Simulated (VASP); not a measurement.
Here is a VASP 6.6.1 calculation.

INCAR

```
PREC = Accurate
ENCUT = 520
EDIFF = 1E-8
ISMEAR = -1
SIGMA = 0.05
LREAL = False
LASPH = True
NELM = 80
ALGO = Normal
ISIF = 2
LWAVE = False
LCHARG = False
GGA = CA
LEFG = True
NBANDS = 13
```

The input KPOINTS:

```
regular mesh
0
Gamma
  14 14 14
```

The input POSCAR:

```
W
1.0
    0.0000000000      2.0467776204      2.0467776204
    2.0467776204      0.0000000000      2.0467776204
    2.0467776204      2.0467776204      0.0000000000
W
1
Direct
    0.0000000000      0.0000000000      0.0000000000
```

Potentials or basis: VASP PAW LDA potentials, release 64 (W_sv).

The run is started by

```bash
$ cat potpaw_LDA.64/W_sv/POTCAR > POTCAR
$ mpirun -np 1 vasp_std > vasp.out
```

Q: Predict the pressure.

A: -22.1 GPa.

Q: Estimate the band gap on the k mesh.

A: Zero (band 7 reaches 12.71 eV, above the bottom of band 8 at 9.22 eV).

Caveat: without QUAD_EFG the Cq values of the log hold for a quadrupole moment of 1 mb, not for the nuclei; spin-orbit coupling is left out, which moves the levels of the heavy elements.
